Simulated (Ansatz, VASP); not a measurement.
One calculation of Ir, two programs

```xyz
1
Lattice="0.0000 1.9235 1.9235 1.9235 0.0000 1.9235 1.9235 1.9235 0.0000" Properties=species:S:1:pos:R:3 pbc="T T T"
Ir    0.0000    0.0000    0.0000
```

Alike in both runs: functional r2SCAN; k mesh 24 × 24 × 24; occupations fermi-dirac, width 0.15 eV; no spin polarisation.

Ansatz relaxed the structure, and its values are those at the end. VASP's run is a single point on that final structure, the one shown.

|  | VASP | Ansatz |
| --- | --- | --- |
| version | VASP 6.6.1 | Ansatz 0.2.0 |
| potentials or method | VASP PAW PBE potentials, release 64 (Ir), cutoff 520 eV | scalar-relativistic, plane waves, PAW |
| valence electrons in the cell | 9 | 17 |

|  | VASP | Ansatz | Ansatz less VASP |
| --- | --- | --- | --- |
| gap on the k mesh at the Fermi level (eV) | none | none | - |
| pressure (GPa) | 2.3 | 0.0 | -2.27 |

VASP's potentials were made for PBE, not for r2SCAN. A gap of «none» marks a metal or a gap that the smearing closes. VASP's potentials hold 9 valence electrons a cell and Ansatz's 17, so a difference there can come from the potentials and not from the codes.

Spin-orbit coupling is off throughout.
